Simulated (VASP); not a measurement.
A run of VASP 6.6.1 is set up as follows.

Contents of INCAR:

```
SYSTEM = CrInF3
PREC = Accurate
ENCUT = 600
EDIFF = 1E-6
ISMEAR = 0
SIGMA = 0.1
LREAL = .FALSE.
LASPH = .TRUE.
NELM = 150
ALGO = Normal
ISIF = 3
LWAVE = .FALSE.
LCHARG = .FALSE.
ISPIN = 2
MAGMOM = 3 0 0 0 0
LORBIT = 11
LMAXMIX = 4
GGA = PE
IBRION = 2
NSW = 90
EDIFFG = -0.04
```

Contents of KPOINTS:

```
regular mesh
0
G
  4 4 4
  0 0 0
```

The input POSCAR:

```
CrInF3
1.0
    3.9732666400      0.0000000000      0.0000000000
    0.0000000000      3.9732666400      0.0000000000
    0.0000000000      0.0000000000      3.9732666400
Cr In F
1 1 3
Direct
    0.0000000000      0.0000000000      0.0000000000
    0.5000000000      0.5000000000      0.5000000000
    0.5000000000      0.0000000000      0.0000000000
    0.0000000000      0.0000000000      0.5000000000
    0.0000000000      0.5000000000      0.0000000000
```

Potentials or basis: VASP PAW PBE potentials, release 64 (Cr_pv, In_d, F).

Command:

```bash
$ cat potpaw_PBE.64/Cr_pv/POTCAR potpaw_PBE.64/In_d/POTCAR potpaw_PBE.64/F/POTCAR > POTCAR
$ mpirun -np 1 vasp_std > vasp.out
```

(1) Predict the relaxed volume.

(2) What does it give for the relaxed cell?

(3) Predict the site moments.

## Answers

(1) 15.22 Å³/atom.

(2) a = 4.238 Å, b = 4.238 Å, c = 4.238 Å, α = 90.00°, β = 90.00°, γ = 90.00°.

(3) Cr +3.69; In +0.01; F +0.02 μB.

Caveat: the k points lie up to 0.37 Å⁻¹ apart in the final cell; the volume moved by over 15 % at a fixed basis, so the end points are rough; a cell with one magnetic atom can't hold antiferromagnetic order, which such compounds often take.
